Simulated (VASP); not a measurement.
A run of VASP 6.6.1:

INCAR

```
  ALGO = Normal
  EDIFF = 1E-6
  ENCUT = 600
  GGA = PE
  GGA_COMPAT = F
  ISIF = 2
  ISMEAR = 0
  LASPH = T
  LCHARG = F
  LREAL = F
  LWAVE = F
  NBANDS = 11
  NELM = 120
  PREC = Accurate
  SIGMA = 0.01
```

The input KPOINTS:

```
k-points
0
Gamma
  2 2 2
```

Contents of POSCAR:

```
MgO
1.0
    0.0000000000      2.1050000000      2.1050000000
    2.1050000000      0.0000000000      2.1050000000
    2.1050000000      2.1050000000      0.0000000000
Mg O
1 1
Direct
    0.0000000000      0.0000000000      0.0000000000
    0.5000000000      0.5000000000      0.5200000000
```

Potentials or basis: VASP PAW PBE potentials, release 64 (Mg, O).

Command:

```sh
$ cat potpaw_PBE.64/Mg/POTCAR potpaw_PBE.64/O/POTCAR > POTCAR
$ mpirun -np 1 vasp_std > vasp.out
```

Hardware: 1 thread of Intel Xeon 8259CL, on a shared host.

Problem. How long does it take, and how much memory?

Solution. It took 6.9 s on 1 thread of Intel Xeon 8259CL, on a shared host, peak memory 0.13 GiB. Counts: scf iterations 11, k points 5.
